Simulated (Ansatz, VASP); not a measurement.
## Te2Pt: VASP beside Ansatz

File INCAR:

```
SYSTEM = Te2Pt
PREC     = Accurate       ! precision mode
ENCUT    = 500            ! plane-wave cutoff, eV
EDIFF    = 1E-6           ! SCF threshold, eV
ISMEAR   = -1             ! smearing method
SIGMA    = 0.02           ! smearing width, eV
LREAL    = .False.        ! projectors in reciprocal space
LASPH    = .True.         ! aspherical terms in the spheres
NELM     = 120            ! most SCF steps
ALGO     = Normal         ! electronic algorithm
ISIF     = 2              ! what is computed and relaxed
LWAVE    = .False.        ! write WAVECAR
LCHARG   = .False.        ! write CHGCAR
GGA      = PE             ! functional
NBANDS   = 18             ! bands
GGA_COMPAT= .False.
```

File KPOINTS:

```
regular mesh
0
Gamma
  12 12 6
  0 0 0
```

The input POSCAR:

```
Te2Pt
1.0
    4.0381735140      0.0000000000      0.0000000000
   -2.0190867570      3.4971608480      0.0000000000
    0.0000000000      0.0000000000      5.3109405876
Te Pt
2 1
Direct
    0.3333333333      0.6666666667      0.2568471026
    0.6666666667      0.3333333333      0.7431528974
    0.0000000000      0.0000000000      0.0000000000
```

Input for Ansatz:

```yaml
crystal:
  lattice:
    - [4.038173514, 0.0, 0.0]
    - [-2.019086757, 3.497160848, 0.0]
    - [0.0, 0.0, 5.3109405876]
  atoms:
    - { symbol: Te, position: [0.3333333333, 0.6666666667, 0.2568471026] }
    - { symbol: Te, position: [0.6666666667, 0.3333333333, 0.7431528974] }
    - { symbol: Pt, position: [0.0, 0.0, 0.0] }
kpoints:
  mp_grid: { grid: [12, 12, 6] }
  band_path:
    path:
      - [[0.0, 0.0, 0.0], [0.5, 3.06723724099e-17, -6.894078098451e-35], [0.3333333333333, 0.3333333333333, -1.37881561969e-34], [0.0, 0.0, 0.0], [0.0, -2.171603414138e-51, 0.5], [0.5, 3.06723724099e-17, 0.5], [0.3333333333333, 0.3333333333333, 0.5], [0.0, -2.171603414138e-51, 0.5]]
      - [[0.5, 3.06723724099e-17, 0.5], [0.5, 3.06723724099e-17, -6.894078098451e-35]]
      - [[0.3333333333333, 0.3333333333333, 0.5], [0.3333333333333, 0.3333333333333, -1.37881561969e-34]]
    npoints: 10
hamiltonian:
  xc: pbe
scf:
  occupations: { method: fermi_dirac, width: 0.02 }
  n_extra_bands: 4
output:
  forces: true
  stress: true
  eigenvalues: true
  write_density: true
  write_potential: true
  elf: true
  volumetric_format: npy
```

Alike in both runs: task single point; functional PBE; k mesh 12 × 12 × 6; occupations fermi-dirac, width 0.02 eV; no spin polarisation.

|  | VASP | Ansatz |
| --- | --- | --- |
| version | VASP 6.6.1 | Ansatz 0.2.0 |
| potentials or method | VASP PAW PBE potentials, release 64 (Te, Pt) | plane waves, PAW |
| plane-wave cutoff (eV) | 500 | 420 |
| valence electrons in the cell | 22 | 50 |

|  | VASP | Ansatz | Ansatz less VASP |
| --- | --- | --- | --- |
| pressure (GPa) | 2.9 | 3.0 | +0.16 |
| traceless stress, the component that is largest in VASP (GPa) | -0.87 | -0.91 | -0.046 |
| rms of the force components (eV/Å) | 0.088 | 0.092 | +0.0042 |

Atom by atom the forces differ by 0.004 eV/Å (rms over components). VASP's potentials hold 22 valence electrons a cell and Ansatz's 50, so a difference there can come from the potentials and not from the codes.

Spin-orbit coupling is off throughout.
